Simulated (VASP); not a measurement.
Here is a VASP 6.6.1 calculation.

INCAR

```
SYSTEM = Bi
PREC = Accurate ; ENCUT = 600
EDIFF = 1E-6 ; ISMEAR = -1
SIGMA = 0.1 ; LREAL = .FALSE.
LASPH = .TRUE. ; NELM = 80
ALGO = Normal ; ISIF = 3
LWAVE = .FALSE. ; LCHARG = .FALSE.
GGA = PE ; IBRION = 2
NSW = 60 ; EDIFFG = -0.005
PSTRESS = 440.0
```

KPOINTS

```
regular mesh
0
G
  13 13 13
  0 0 0
```

The input POSCAR:

```
Bi
1.0
    2.8372026807      0.0000000000      0.0000000000
    0.0000000000      2.8372026807      0.0000000000
    0.0000000000      0.0000000000      2.8372026807
Bi
1
Direct
    0.0000000000      0.0000000000      0.0000000000
```

Potentials or basis: VASP PAW PBE potentials, release 64 (Bi_d).

Launch:

```console
$ cat potpaw_PBE.64/Bi_d/POTCAR > POTCAR
$ mpirun -np 1 vasp_std > vasp.out
```

Problem. Predict the relaxed cell.

Solution. a = 2.881 Å, b = 2.881 Å, c = 2.881 Å, α = 90.00°, β = 90.00°, γ = 90.00°.

Problem. Estimate the relaxed volume.

Solution. 23.92 Å³/atom.

Problem. What does it give for the space group after relaxing (to 0.05 Å)?

Solution. Pm-3m (No. 221).

The path:
| step | energy change (eV) | largest force (eV/Å) | pressure (GPa) | volume (Å³) |
| --- | --- | --- | --- | --- |
| 1 | 0.0000 | 0.0000 | 55.01 | 22.84 |
| 2 | -1.1229 | 0.0000 | 16.02 | 28.43 |
| 3 | -0.3565 | 0.0000 | 43.20 | 24.01 |
| 4 | -0.3335 | 0.0000 | 43.94 | 23.92 |
| 5 | -0.3275 | 0.0000 | 44.04 | 23.90 |
| 6 | -0.3275 | 0.0000 | 44.15 | 23.90 |
| 7 | -0.3275 | 0.0000 | 44.15 | 23.90 |
| 8 | -0.3275 | 0.0000 | 44.14 | 23.90 |
| 9 | -0.3275 | 0.0000 | 44.14 | 23.90 |
| 10 | -0.3276 | 0.0000 | 44.14 | 23.90 |
| 11 | -0.3276 | 0.0000 | 44.14 | 23.90 |
| 12 | -0.3276 | 0.0000 | 44.14 | 23.90 |
| 13 | -0.3276 | 0.0000 | 44.14 | 23.90 |
| 14 | -0.3276 | 0.0000 | 44.14 | 23.90 |
| 15 | -0.3276 | 0.0000 | 44.14 | 23.90 |
| 16 | -0.3276 | 0.0000 | 44.14 | 23.90 |
| 17 | -0.3276 | 0.0000 | 44.14 | 23.90 |
| 18 | -0.3277 | 0.0000 | 44.14 | 23.90 |
| 19 | -0.3279 | 0.0000 | 44.15 | 23.90 |
| 20 | -0.3283 | 0.0000 | 44.16 | 23.90 |
| 21 | -0.3291 | 0.0000 | 44.10 | 23.91 |
| 22 | -0.3307 | 0.0000 | 44.06 | 23.91 |
| 23 | -0.3338 | 0.0000 | 43.98 | 23.92 |

Caveat: the cell is relaxed towards a set pressure, so the enthalpy falls and the energy may rise.
